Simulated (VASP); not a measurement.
# Al (Fm-3m) in VASP: further runs

Runs on Al. Level: PBE. Tasks: single point.

Program: VASP 6.6.1. These are calculated values, not measurements. Logs are shortened: lines on timing, memory, paths and dates and some standing lists are left out, and cuts for length are marked.

### 1 The cell of the first run

The structure is cubic, space group Fm-3m (No. 225). Conventional cell: a = 4.103 Å, b = 4.103 Å, c = 4.103 Å, α = 90.00°, β = 90.00°, γ = 90.00°. Within 3.8 Å of Al (site symmetry m-3m) lie 12 Al at 2.90 Å.

### 2 Single point, PBE

INCAR reads:

```
PREC = Accurate ; ENCUT = 500
EDIFF = 1E-6 ; ISMEAR = -1
SIGMA = 0.1 ; LREAL = False
LASPH = True ; NELM = 120
ALGO = Normal ; ISIF = 2
LWAVE = False ; LCHARG = False
GGA = PE ; NBANDS = 8
GGA_COMPAT = False
```

KPOINTS reads:

```
Automatic mesh
0
Gamma
  8 8 8
```

POSCAR reads:

```
Al
1.0
    0.0000000000      2.0516477927      2.0516477927
    2.0516477927      0.0000000000      2.0516477927
    2.0516477927      2.0516477927      0.0000000000
Al
1
Direct
    0.0000000000      0.0000000000      0.0000000000
```

Potentials or basis: VASP PAW PBE potentials, release 64 (Al).

Run with:

```console
cat potpaw_PBE.64/Al/POTCAR > POTCAR
mpirun -np 1 vasp_std > vasp.out
```

OUTCAR:

```text
PREC = Accurate
   ENCUT = 500
   EDIFF = 1E-6
   ISMEAR = -1
   LREAL = False
   LASPH = True
   NELM = 120
   ISIF = 2
   GGA = PE

 ion  position               nearest neighbor table
   1  0.000  0.000  0.000-

  LATTYP: Found a face centered cubic cell.
 ALAT       =     4.1032955854

  Lattice vectors:

 A1 = (   0.0000000000,   2.0516477927,   2.0516477927)
 A2 = (   2.0516477927,   0.0000000000,   2.0516477927)
 A3 = (   2.0516477927,   2.0516477927,   0.0000000000)

Analysis of symmetry for initial positions (statically):
=====================================================================
 Subroutine PRICEL returns:
 Original cell was already a primitive cell.

 Routine SETGRP: Setting up the symmetry group for a
 face centered cubic supercell.

 Subroutine GETGRP returns: Found 48 space group operations
 (whereof 48 operations were pure point group operations)
 out of a pool of 48 trial point group operations.

The static configuration has the point symmetry O_h .

Analysis of symmetry for dynamics (positions and initial velocities):
=====================================================================
 Subroutine PRICEL returns:
 Original cell was already a primitive cell.

 Routine SETGRP: Setting up the symmetry group for a
 face centered cubic supercell.

 Subroutine GETGRP returns: Found 48 space group operations
 (whereof 48 operations were pure point group operations)
 out of a pool of 48 trial point group operations.

The dynamic configuration has the point symmetry O_h .

 Subroutine INISYM returns: Found 48 space group operations
 (whereof 48 operations are pure point group operations),
 and found     1 'primitive' translations

----------------------------------------------------------------------------------------

                                     Primitive cell

  volume of cell :      17.2718

  direct lattice vectors                    reciprocal lattice vectors
     0.000000000  2.051647793  2.051647793    -0.243706547  0.243706547  0.243706547
     2.051647793  0.000000000  2.051647793     0.243706547 -0.243706547  0.243706547
     2.051647793  2.051647793  0.000000000     0.243706547  0.243706547 -0.243706547

  length of vectors
     2.901468134  2.901468134  2.901468134     0.422112122  0.422112122  0.422112122

  position of ions in fractional coordinates (direct lattice)
     0.000000000  0.000000000  0.000000000

  ion indices of the primitive-cell ions
   primitive index   ion index
                 1           1

----------------------------------------------------------------------------------------

 KPOINTS: Automatic mesh

Automatic generation of k-mesh.
 Grid dimensions read from file:
 generate k-points for:    8    8    8

 Generating k-lattice:

  Cartesian coordinates                     Fractional coordinates (reciprocal lattice)
    -0.030463318  0.030463318  0.030463318     0.125000000  0.000000000  0.000000000
     0.030463318 -0.030463318  0.030463318     0.000000000  0.125000000  0.000000000
     0.030463318  0.030463318 -0.030463318     0.000000000  0.000000000  0.125000000

  Length of vectors
     0.052764015  0.052764015  0.052764015

  Shift w.r.t. Gamma in fractional coordinates (k-lattice)
     0.000000000  0.000000000  0.000000000

 Subroutine IBZKPT returns following result:
 ===========================================

 Found     29 irreducible k-points:

 Following reciprocal coordinates:
            Coordinates               Weight
  0.000000  0.000000  0.000000      1.000000
  0.125000  0.000000  0.000000      8.000000
  0.250000  0.000000  0.000000      8.000000
  0.375000  0.000000  0.000000      8.000000
  0.500000  0.000000  0.000000      4.000000
  0.125000  0.125000  0.000000      6.000000
[... 16 lines left out ...]
  0.500000  0.250000  0.125000     48.000000
 -0.375000  0.250000  0.125000     24.000000
 [... further k-points ...]
   k-points           NKPTS =     29   k-points in BZ     NKDIM =     29   number of bands    NBANDS=      8
   number of dos      NEDOS =    301   number of ions     NIONS =      1
   total plane-waves  NPLWV =  13824
   dimension x,y,z NGX =    24 NGY =   24 NGZ =   24
   dimension x,y,z NGXF=    48 NGYF=   48 NGZF=   48
   ions per type =               1
   NGX,Y,Z   is equivalent  to a cutoff of  13.75, 13.75, 13.75 a.u.
   NGXF,Y,Z  is equivalent  to a cutoff of  27.50, 27.50, 27.50 a.u.
 SYSTEM =  unknown system
   PREC   = accura    normal or accurate (medium, high low for compatibility)
   ISTART =      0    job   : 0-new  1-cont  2-samecut
   ICHARG =      2    charge: 1-file 2-atom 10-const
   ISPIN  =      1    spin polarized calculation?
   LNONCOLLINEAR =      F non collinear calculations
   LSORBIT =      F    spin-orbit coupling
   LASPH  =      T    aspherical Exc in radial PAW
   ENCUT  =  500.0 eV  36.75 Ry    6.06 a.u.   5.29  5.29  5.29*2*pi/ulx,y,z
   NELM   =    120;   NELMIN=  2; NELMDL= -5     # of ELM steps
   EDIFF  = 0.1E-05   stopping-criterion for ELM
   LREAL  =      F    real-space projection
   EDIFFG = 0.1E-04   stopping-criterion for IOM
   NSW    =      0    number of steps for IOM
   IBRION =     -1    ionic relax: 0-MD 1-quasi-New 2-CG
   NFREE  =      0    steps in history (QN), initial steepest desc. (CG)
   ISIF   =      2    stress and relaxation
   ISYM   =      2    0-nonsym 1-usesym 2-fastsym
   POTIM  = 0.5000    time-step for ionic-motion
   TEBEG  =    0.0;   TEEND  =   0.0 temperature during run
   PSTRESS=    0.0 pullay stress
   NELECT =       3.0000    total number of electrons
   NUPDOWN=      -1.0000    fix difference up-down
   EMIN   =  10.00;   EMAX   =-10.00  energy-range for DOS
   EFERMI =   0.00;   METHOD = LEGACY
   ISMEAR =    -1;   SIGMA  =   0.10  broadening in eV -4-tet -1-fermi 0-gaus
   EFERMI_NEDOS =   21; number of points for ismear=-14 and -15
   IALGO  =     38    algorithm
   IMIX   =      4    mixing-type and parameters
     AMIX     =   0.40;   BMIX     =  1.00
     AMIX_MAG =   1.60;   BMIX_MAG =  1.00
  volume/ion in A,a.u.               =      17.27       116.56
  Fermi-wavevector in a.u.,A,eV,Ry     =   0.913417  1.726108 11.351758  0.834331
  Thomas-Fermi vector in A             =   2.037926
   LORBIT       =      0    0 simple, 1 ext, 2 COOP (PROOUT), +10 PAW based schemes
   GGA     = PE    functional components
   LHFCALC =     F    Hartree Fock is set to
   AEXX    =    0.0000 exact exchange contribution
   IVDW    =     0    specifies the selected vdW correction
   LEPSILON=     F    determine dielectric tensor
   LRPA    =     F    only Hartree local field effects (RPA)
 non-spin polarized calculation
  energy-cutoff  :      500.00
  volume of cell :       17.27
 maximum number of plane-waves:       447
 NGX is ok and might be reduce to    24
   NGX = 11   NGY = 11   NGZ = 11

 number of electron       3.0000000 magnetization

 Free energy of the ion-electron system (eV)
  ---------------------------------------------------
  ext. energy  EPLUGINS =         0.00000000
  ---------------------------------------------------
  free energy    TOTEN  =        -3.73917284 eV

  energy without entropy =       -3.72636210  energy(sigma->0) =       -3.73276747

 E-fermi :   7.5078     XC(G=0): -10.0315

 val. band max:        7.2516550161   @ k =  -0.2500   0.3750   0.1250
 cond. band min:       7.6689799267   @ k =   0.5000   0.2500   0.1250
 fundamental gap:      0.4173249107
 Fermi energy:         7.5077717626

 k-point     1 :       0.0000    0.0000    0.0000
  band No.  band energies     occupation
      1      -3.2900      2.00000
      2      19.9016      0.00000
      3      19.9016      0.00000
      4      19.9016      0.00000
      5      21.0543      0.00000
      6      21.0543      0.00000
      7      21.0543      0.00000
      8      23.6724      0.00000

 k-point     2 :       0.1250    0.0000    0.0000
  band No.  band energies     occupation
      1      -2.8784      2.00000
      2      15.6297      0.00000
      3      18.8807      0.00000
      4      18.8807      0.00000
      5      21.7862      0.00000
      6      22.6335      0.00000
      7      22.6335      0.00000
      8      24.7822      0.00000

 k-point     3 :       0.2500    0.0000    0.0000
  band No.  band energies     occupation
      1      -1.6503      2.00000
      2      10.8791      0.00000
      3      18.1087      0.00000
      4      18.1087      0.00000
      5      21.4610      0.00000
      6      21.8601      0.00000
      7      21.8601      0.00000
      8      25.7684      0.00000

 k-point     4 :       0.3750    0.0000    0.0000
  band No.  band energies     occupation
      1       0.3745      2.00000
      2       6.6865      1.99946
      3      18.0080      0.00000
      4      18.0080      0.00000
      5      19.9358      0.00000
      6      19.9358      0.00000
      7      21.5409      0.00000
      8      23.7531      0.00000

 k-point     5 :       0.5000    0.0000    0.0000
  band No.  band energies     occupation
      1       3.1201      2.00000
      2       3.2131      2.00000
      3      18.4649      0.00000
      4      18.4649      0.00000
      5      18.7842      0.00000
      6      18.7842      0.00000
      7      22.2330      0.00000
      8      22.3659      0.00000
[... 177 lines left out ...]
 k-point    22 :       0.3750    0.2500    0.1250
  band No.  band energies     occupation
      1      -0.5672      2.00000
      2      11.3141      0.00000
      3      12.5890      0.00000
      4      16.0383      0.00000
      5      19.3824      0.00000
      6      20.9551      0.00000
      7      24.0013      0.00000
      8      27.2278      0.00000

 k-point    23 :       0.5000    0.2500    0.1250
  band No.  band energies     occupation
      1       1.4420      2.00000
      2       7.6690      0.33260
      3      11.9645      0.00000
      4      13.9485      0.00000
      5      19.9371      0.00000
      6      21.9608      0.00000
      7      24.0204      0.00000
      8      27.8822      0.00000

 k-point    24 :      -0.3750    0.2500    0.1250
  band No.  band energies     occupation
      1       4.1379      2.00000
      2       4.2800      2.00000
      3      12.4204      0.00000
      4      12.7188      0.00000
      5      20.4042      0.00000
      6      20.9021      0.00000
      7      27.1964      0.00000
      8      27.5527      0.00000

 [... further k-points ...]
[... 5 lines left out ...]
  --------------------------------------------------------------------------------------
  -------------------------------------------------------------------------------------
  Total       -0.3579086     -0.3579086     -0.3579086     -0.0000000     -0.0000000     -0.0000000
  in kB      -33.2004777    -33.2004777    -33.2004777     -0.0000000     -0.0000000     -0.0000000
  external PRESSURE =     -33.2004777 kB  Pullay stress =       0.0000000 kB

 VOLUME and BASIS-vectors are now :
 -----------------------------------------------------------------------------
  energy-cutoff  :      500.00
  volume of cell :       17.27
      direct lattice vectors                 reciprocal lattice vectors
     0.000000000  2.051647793  2.051647793    -0.243706547  0.243706547  0.243706547
     2.051647793  0.000000000  2.051647793     0.243706547 -0.243706547  0.243706547
     2.051647793  2.051647793  0.000000000     0.243706547  0.243706547 -0.243706547

 POSITION                                       TOTAL-FORCE (eV/Angst)
 -----------------------------------------------------------------------------------
      0.00000      0.00000      0.00000         0.000000      0.000000     -0.000000
 -----------------------------------------------------------------------------------
    total drift:                               -0.000000      0.000000      0.000000

  FREE ENERGIE OF THE ION-ELECTRON SYSTEM (eV)
  ---------------------------------------------------
  free  energy   TOTEN  =        -3.7391728423 eV

  energy  without entropy=       -3.7263620973  energy(sigma->0) =       -3.73276747
```

Wall time 3.4 s (1 thread of Intel Xeon Platinum 8488C (Sapphire Rapids), shared host); peak memory 0.12 GiB.

What came out:

```yaml
Free_energy: -3.7392 eV
Pressure: -3.3 GPa
```

### 3 Single point, PBE

This run uses another cell than the first one, of 17.94 Å³/atom, 1.038 times its volume.

INCAR reads:

```
ALGO = Normal
EDIFF = 1E-6
ENCUT = 500
GGA = PE
GGA_COMPAT = False
ISIF = 2
ISMEAR = -1
LASPH = True
LCHARG = False
LREAL = False
LWAVE = False
NBANDS = 8
NELM = 120
PREC = Accurate
SIGMA = 0.1
```

KPOINTS reads:

```
k-points
0
Gamma
  8 8 8
```

POSCAR reads:

```
Al
1.0
    0.0000000000      2.0776207752      2.0776207752
    2.0776207752      0.0000000000      2.0776207752
    2.0776207752      2.0776207752      0.0000000000
Al
1
Direct
    0.0000000000      0.0000000000      0.0000000000
```

Potentials or basis: VASP PAW PBE potentials, release 64 (Al).

Run with:

```console
cat potpaw_PBE.64/Al/POTCAR > POTCAR
mpirun -np 1 vasp_std > vasp.out
```

It took 3 s on 1 thread of Intel Xeon Platinum 8488C (Sapphire Rapids), shared host; peak memory 0.13 GiB.

Results (log left out):

| Quantity | Value |
| --- | --- |
| Free energy | -3.7205 eV |
| Pressure | -5.6 GPa |

Levels at points of the mesh, in eV from the Fermi level:
| k point | band 1 | band 2 | band 3 | band 4 | band 5 | band 6 |
| --- | --- | --- | --- | --- | --- | --- |
| (0.00, 0.00, 0.00) | -10.55 | 12.18 | 12.18 | 12.18 | 13.07 | 13.07 |
| (0.50, 0.00, 0.00) | -4.25 | -4.25 | 10.57 | 10.57 | 11.10 | 11.10 |
| (0.50, 0.50, 0.00) | -2.70 | -1.58 | 5.24 | 5.24 | 5.25 | 8.35 |

### 4 Single point, PBE

This run uses another cell than the first one, of 15.28 Å³/atom, 0.885 times its volume.

INCAR reads:

```
  ALGO = Normal
  EDIFF = 1E-6
  ENCUT = 500
  GGA = PE
  GGA_COMPAT = False
  ISIF = 2
  ISMEAR = -1
  LASPH = True
  LCHARG = False
  LREAL = False
  LWAVE = False
  NBANDS = 8
  NELM = 120
  PREC = Accurate
  SIGMA = 0.1
```

KPOINTS reads:

```
k-points
0
Gamma
  12 12 12
```

POSCAR reads:

```
Al
1.0
    0.0000000000      1.9694923731      1.9694923731
    1.9694923731      0.0000000000      1.9694923731
    1.9694923731      1.9694923731      0.0000000000
Al
1
Direct
    0.0000000000      0.0000000000      0.0000000000
```

Run with:

```console
cat potpaw_PBE.64/Al/POTCAR > POTCAR
mpirun -np 1 vasp_std > vasp.out
```

Run time: 4.9 s. Hardware: 1 thread of Intel Xeon Platinum 8488C (Sapphire Rapids), shared host; peak memory 0.12 GiB.

Results (log left out):

```yaml
Free_energy: -3.7338 eV
Pressure: 7.2 GPa
```

Levels at points of the mesh, in eV from the Fermi level:
```
           k point  band 1  band 2  band 3  band 4  band 5
(0.00, 0.00, 0.00)  -11.57   13.16   13.16   13.16   15.26
(0.50, 0.00, 0.00)   -4.80   -4.38   11.93   11.93   12.37
(0.50, 0.50, 0.00)   -3.00   -1.52    5.38    6.08    6.08
```

### 5 The runs side by side

| cell | k mesh | gap on the mesh (eV) | pressure (GPa) |
| --- | --- | --- | --- |
| a = 2.901 Å, angles 60.0°, 1 atom | 8 × 8 × 8 | none | -3.3 |
| a = 2.938 Å, angles 60.0°, 1 atom | 8 × 8 × 8 | none | -5.6 |
| a = 2.785 Å, angles 60.0°, 1 atom | 12 × 12 × 12 | none | 7.2 |

Alike in all rows: task single point; level PBE; potentials or basis VASP PAW PBE potentials, release 64 (Al); no spin polarisation; cutoff (eV) 500; smearing fermi-dirac 0.1 eV.

Absolute energies hang on the potentials; compare differences alone.
